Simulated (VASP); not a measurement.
Here is a VASP 6.6.1 calculation.

File INCAR:

```
PREC = Accurate
ENCUT = 600
EDIFF = 1E-7
ISMEAR = -1
SIGMA = 0.05
LREAL = False
LASPH = True
NELM = 80
ALGO = Normal
ISIF = 3
LWAVE = False
LCHARG = False
GGA = RP
IBRION = 2
NSW = 60
EDIFFG = -0.01
```

KPOINTS

```
Automatic mesh
0
Gamma
  10 10 10
```

POSCAR

```
Sc
1.0
    0.0000000000      2.2600000000      2.2600000000
    2.2600000000      0.0000000000      2.2600000000
    2.2600000000      2.2600000000      0.0000000000
Sc
1
Direct
    0.0000000000      0.0000000000      0.0000000000
```

Potentials or basis: VASP PAW PBE potentials, release 64 (Sc_sv).

Launch:

```sh
$ cat potpaw_PBE.64/Sc_sv/POTCAR > POTCAR
$ mpirun -np 1 vasp_std > vasp.out
```

Problem. Estimate the relaxed cell.

Solution. a = 3.313 Å, b = 3.313 Å, c = 3.313 Å, α = 60.00°, β = 60.00°, γ = 60.00°.

Problem. Estimate the relaxed volume.

Solution. 25.72 Å³/atom.

Problem. What does it give for the space group after relaxing (to 0.05 Å)?

Solution. Fm-3m (No. 225).

The path:
```tsv
step	energy change (eV)	largest force (eV/Å)	pressure (GPa)	volume (Å³)
1	0.0000	0.0000	6.20	23.09
2	-0.0464	0.0000	-0.88	26.20
3	-0.0476	0.0000	0.05	25.72
```

Caveat: the PAW data sets were made with another functional, which shifts forces and pressure a little; the volume moved by +11 % from the deposited cell, more than functionals usually miss. RPBE and its kin give volumes clearly too large for solids.
